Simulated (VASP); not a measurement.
Ba4YW:

```
CELL_PARAMETERS angstrom
5.51599 0.00000 0.00000
0.00000 5.51599 0.00000
0.00000 0.00000 7.77828
ATOMIC_POSITIONS crystal
Ba 0.50000 0.00000 0.74904
Ba 0.00000 0.50000 0.25096
Ba 0.50000 0.00000 0.25096
Ba 0.00000 0.50000 0.74904
Y 0.50000 0.50000 0.50000
W 0.00000 0.00000 0.00000
```

The cell was generated, and may not be a known phase.

- Program: VASP 6.6.1
- Task: relaxation of cell and atoms
- Functional: PBE
- Potentials or basis: VASP PAW PBE potentials, release 64 (Ba_sv, Y_sv, W_sv)
- Cutoff: 600 eV
- k mesh: 4 × 4 × 2
- Occupations: gaussian, width 0.1 eV
- Spin: no spin polarisation

At the start: pressure 3.5 GPa; volume 39.44 Å³/atom.

Question: How do energy, volume and symmetry change on relaxing?

Answer: Over 14 steps the energy falls by 262.7 meV/atom and the volume is 48.61 Å³/atom (+23.3 %); space group P4/mmm (No. 123, to 0.1 Å) before and after.

Step by step:
| step | energy change (eV) | largest force (eV/Å) | pressure (GPa) | volume (Å³) |
| --- | --- | --- | --- | --- |
| 1 | 0.0000 | 0.9654 | 3.51 | 236.66 |
| 2 | -0.6078 | 0.8687 | 1.13 | 267.55 |
| 3 | -0.8077 | 0.7055 | -0.91 | 306.63 |
| 4 | -0.8107 | 0.7478 | -0.52 | 299.39 |
| 5 | -0.9668 | 0.6412 | -0.44 | 297.37 |
| 6 | -1.2964 | 0.2339 | -0.08 | 291.24 |
| 7 | -0.8870 | 1.4237 | 2.00 | 278.73 |
| 8 | -1.3568 | 0.0086 | 0.15 | 288.69 |
| 9 | -1.3631 | 0.1201 | 0.30 | 287.55 |
| 10 | -1.5052 | 0.1220 | 0.16 | 291.19 |
| 11 | -1.5613 | 0.1570 | 0.07 | 294.12 |
| 12 | -1.5719 | 0.0623 | -0.09 | 295.45 |
| 13 | -1.5734 | 0.0229 | -0.16 | 296.07 |
| 14 | -1.5764 | 0.0115 | 0.04 | 291.69 |

Final structure:
```
Ba Y W
1.0
     5.51817    0.00000    0.00000
     0.00000    5.51817    0.00000
     0.00000    0.00000    9.57916
Ba Y W
4 1 1
Direct
  0.50000 0.00000 0.80337
  0.00000 0.50000 0.19663
  0.50000 0.00000 0.19663
  0.00000 0.50000 0.80337
  0.50000 0.50000 0.50000
  0.00000 0.00000 0.00000
```

Caveat: the k points lie up to 0.33 Å⁻¹ apart in the final cell, too coarse for converged energies and pressures of a metal; the volume moved by over 15 % at a fixed basis, so the end points are rough.
